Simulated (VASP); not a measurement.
# Te2Mo (P-6m2) in VASP: further runs, part 2 of 2

VASP 6.6.1.

### 5 Relaxation of cell and atoms, PBE+D3(BJ)

This run uses another cell than the first one, of 27.05 Å³/atom, 1.106 times its volume.

File INCAR:

```
ALGO     = Normal         # electronic algorithm
EDIFF    = 1E-6           # SCF threshold, eV
EDIFFG   = -0.005         # ionic threshold
ENCUT    = 600            # plane-wave cutoff, eV
GGA      = PE             # functional
IBRION   = 2              # ionic algorithm
ISIF     = 3              # what is computed and relaxed
ISMEAR   = 0              # smearing method
IVDW     = 12             # dispersion correction
LASPH    = True           # aspherical terms in the spheres
LCHARG   = False          # write CHGCAR
LREAL    = False          # projectors in reciprocal space
LWAVE    = False          # write WAVECAR
NELM     = 60             # most SCF steps
NSW      = 100            # ionic steps
PREC     = Accurate       # precision mode
SIGMA    = 0.02           # smearing width, eV
```

File KPOINTS:

```
k-points
0
Gamma
  9 9 4
```

File POSCAR:

```
Te2Mo
1.0
    3.4948885111      0.0000000000      0.0000000000
   -1.7474442556      3.0266622340      0.0000000000
    0.0000000000      0.0000000000      7.6722420884
Te Mo
2 1
Direct
    0.3333333333      0.6666666667      0.7628503412
    0.3333333333      0.6666666667      0.2371496588
    0.0000000000      0.0000000000      0.0000000000
```

Command:

```
$ cat potpaw_PBE.64/Te/POTCAR potpaw_PBE.64/Mo_sv/POTCAR > POTCAR
$ mpirun -np 1 vasp_std > vasp.out
```

It took 5.1 min on 1 thread of Intel Xeon Platinum 8259CL at 2.50GHz (Skylake/Cascade Lake), shared host; peak memory 0.27 GiB.

The run converged. Its results:

```
Free energy                            : -19.4529 eV
Relaxed volume                         : 26.86 Å³/atom
Relaxed cell                           : a = 3.494 Å, b = 3.494 Å, c = 7.622 Å, α = 90.00°, β = 90.00°, γ = 120.00°
Space group after relaxing (to 0.05 Å) : P-6m2 (No. 187)
Energy gained by relaxing              : 0.2 meV/atom
Ionic steps                            : 8
Pressure after relaxing                : 0.0 GPa
Band gap on the k mesh                 : 0.97 eV, indirect (least direct gap 1.18 eV)
Dispersion energy per atom             : -0.500 eV
```

Step by step:
| step | energy change (eV) | largest force (eV/Å) | pressure (GPa) | volume (Å³) |
| --- | --- | --- | --- | --- |
| 1 | 0.0000 | 0.0235 | -0.07 | 81.16 |
| 2 | -0.0001 | 0.0416 | 0.04 | 81.01 |
| 3 | -0.0001 | 0.0565 | 0.14 | 80.89 |
| 4 | -0.0001 | 0.0544 | 0.12 | 80.87 |
| 5 | -0.0002 | 0.0485 | 0.12 | 80.82 |
| 6 | -0.0004 | 0.0377 | 0.10 | 80.71 |
| 7 | -0.0005 | 0.0149 | 0.08 | 80.50 |
| 8 | -0.0006 | 0.0009 | 0.00 | 80.57 |

Final structure:
```xyz
3
Lattice="3.4938 0.0000 0.0000 -1.7469 3.0257 0.0000 0.0000 0.0000 7.6219" Properties=species:S:1:pos:R:3 pbc="T T T"
Te    0.0000    2.0171    5.8017
Te    0.0000    2.0171    1.8202
Mo   -1.7469    3.0257    0.0000
```

Levels at points of the mesh, in eV from the valence-band top:
```csv
k point,band 9,band 10,band 11,band 12,band 13,band 14,band 15,band 16,band 17
"(0.00, 0.00, 0.00)",-1.64,-1.04,-0.99,-0.85,-0.85,3.24,3.24,3.38,3.38
"(0.00, 0.00, 0.50)",-1.63,-1.63,-0.86,-0.86,-0.23,3.11,3.11,3.52,3.52
```

Caveat: spin-orbit coupling is left out, which moves the levels of the heavy elements. A k mesh can miss the band edges.

### 6 Relaxation of shape and atoms at fixed volume, PBE+D3(BJ) (volume scaled by 1.03)

File INCAR:

```
  PREC = Accurate
  ENCUT = 600
  EDIFF = 1E-7
  ISMEAR = 0
  SIGMA = 0.02
  LREAL = False
  LASPH = True
  NELM = 60
  ALGO = Normal
  ISIF = 4
  LWAVE = False
  LCHARG = False
  GGA = PE
  IVDW = 12
  IBRION = 2
  NSW = 50
  EDIFFG = -0.01
```

File KPOINTS:

```
Automatic mesh
0
Gamma
  9 9 4
```

File POSCAR:

```
Te2Mo
1.0
    3.5297868994      0.0000000000      0.0000000000
   -1.7648934497      3.0568851248      0.0000000000
    0.0000000000      0.0000000000      7.6994726682
Te Mo
2 1
Direct
    0.3333333333      0.6666666667      0.7613983567
    0.3333333333      0.6666666667      0.2386016433
    0.0000000000      0.0000000000      0.0000000000
```

Potentials or basis: VASP PAW PBE potentials, release 64 (Te, Mo_sv).

Command:

```
$ cat potpaw_PBE.64/Te/POTCAR potpaw_PBE.64/Mo_sv/POTCAR > POTCAR
$ mpirun -np 1 vasp_std > vasp.out
```

Wall time 3.9 min (1 thread of Intel Xeon Platinum 8259CL at 2.50GHz (Skylake/Cascade Lake), shared host); peak memory 0.27 GiB.

The run converged. Its results:

- Free energy: -19.4462 eV
- Energy gained by relaxing: 4.4 meV/atom
- Ionic steps: 5
- Pressure after relaxing: -0.8 GPa
- Largest force after relaxing: 0.005 eV/Å
- Band gap on the k mesh: 1.03 eV, indirect (least direct gap 1.14 eV)
- Dispersion energy per atom: -0.486 eV

Forces on the atoms (eV/Å):
```
Te   0.000  0.000 -0.005
Te   0.000  0.000  0.005
Mo   0.000  0.000  0.000
```

The path:
```
step  energy change (eV)  largest force (eV/Å)  pressure (GPa)  volume (Å³)
   1              0.0000                0.3815           -2.60        83.08
   2             -0.0085                0.0882           -1.60        83.08
   3             -0.0086                0.0507           -1.47        83.08
   4             -0.0115                0.0287           -1.22        83.08
   5             -0.0133                0.0049           -0.83        83.08
```

Final structure:
```
CELL_PARAMETERS angstrom
3.51235 0.00000 0.00000
-1.75618 3.04179 0.00000
0.00000 0.00000 7.77611
ATOMIC_POSITIONS crystal
Te 0.33333 0.66667 0.76642
Te 0.33333 0.66667 0.23358
Mo 0.00000 0.00000 0.00000
```

Levels at points of the mesh, in eV from the valence-band top:
```tsv
k point	band 9	band 10	band 11	band 12	band 13	band 14	band 15	band 16	band 17
(0.00, 0.00, 0.00)	-1.65	-1.11	-0.89	-0.86	-0.86	3.18	3.18	3.35	3.35
(0.00, 0.00, 0.50)	-1.64	-1.64	-0.87	-0.87	-0.24	3.08	3.08	3.46	3.46
```

Caveat: the cell differs from its parent crystal (volume scaled by 1.03); spin-orbit coupling is left out, which moves the levels of the heavy elements. A k mesh can miss the band edges.

### 7 Summary

```csv
task,cell,gap on the mesh (eV),pressure (GPa),largest force (eV/Å)
relaxation of shape and atoms at fixed volume,"relaxed from a = 3.407, b = 3.407, c = 7.300 Å, angles 90.0, 90.0, 120.0°, 3 atoms",0.77,4.8,0.01
relaxation of shape and atoms at fixed volume,"relaxed from a = 3.436, b = 3.436, c = 7.417 Å, angles 90.0, 90.0, 120.0°, 3 atoms",0.84,2.8,0.01
relaxation of shape and atoms at fixed volume,"relaxed from a = 3.460, b = 3.460, c = 7.547 Å, angles 90.0, 90.0, 120.0°, 3 atoms",0.91,1.1,-
relaxation of cell and atoms,"relaxed from a = 3.495, b = 3.495, c = 7.672 Å, angles 90.0, 90.0, 120.0°, 3 atoms",0.97,0.0,-
relaxation of shape and atoms at fixed volume,"relaxed from a = 3.530, b = 3.530, c = 7.699 Å, angles 90.0, 90.0, 120.0°, 3 atoms",1.03,-0.8,-
```

Alike in all rows: level PBE+D3(BJ); potentials or basis VASP PAW PBE potentials, release 64 (Te, Mo_sv); no spin polarisation; k mesh 9 × 9 × 4; cutoff (eV) 600; smearing gaussian 0.02 eV.

Caveats: spin-orbit coupling is left out, which moves the levels of the heavy elements.

Absolute energies hang on the potentials; compare differences alone.
